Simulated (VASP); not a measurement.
## Li2Bi: single point with PBE

The system is Li2Bi.

```
Li Bi
1.0
     0.00000    3.81396    3.81396
     3.81396    0.00000    3.81396
     3.81396    3.81396    0.00000
Li Bi
4 2
Cartesian
  4.7674 4.7674 4.7674
  4.7674 2.8605 2.8605
  2.8605 2.8605 4.7674
  2.8605 4.7674 2.8605
  0.0000 0.0000 0.0000
  1.9070 1.9070 1.9070
```

```yaml
Program: VASP 6.6.1
Task: single point
Functional: PBE
Potentials_or_basis: VASP PAW PBE potentials, release 64 (Li_sv, Bi_d)
Cutoff: 520 eV
k_mesh: 4 × 4 × 4
Occupations: gaussian, width 0.1 eV
Spin: no spin polarisation
```

* Band gap on the k mesh: zero (band 21 reaches 7.63 eV, above the bottom of band 22 at 4.09 eV)

Levels at points of the mesh, in eV from the Fermi level:
```csv
k point,band 17,band 18,band 19,band 20,band 21,band 22,band 23,band 24,band 25,band 26
"(0.00, 0.00, 0.00)",-1.92,-1.92,-1.92,-1.41,-1.41,-1.41,0.34,0.69,2.75,2.75
"(0.50, 0.00, 0.00)",-3.67,-3.06,-3.06,-0.20,-0.20,-0.04,1.81,2.78,4.23,4.23
"(0.50, 0.50, 0.00)",-3.86,-3.86,-2.34,-2.34,2.12,2.12,2.58,2.58,5.02,5.02
```

It took 46 s on 1 thread of Intel(R) Xeon(R) 6975P-C (Granite Rapids), with other jobs on the host, peak memory 0.23 GiB.

Caveat: spin-orbit coupling is left out, which moves the levels of the heavy elements.
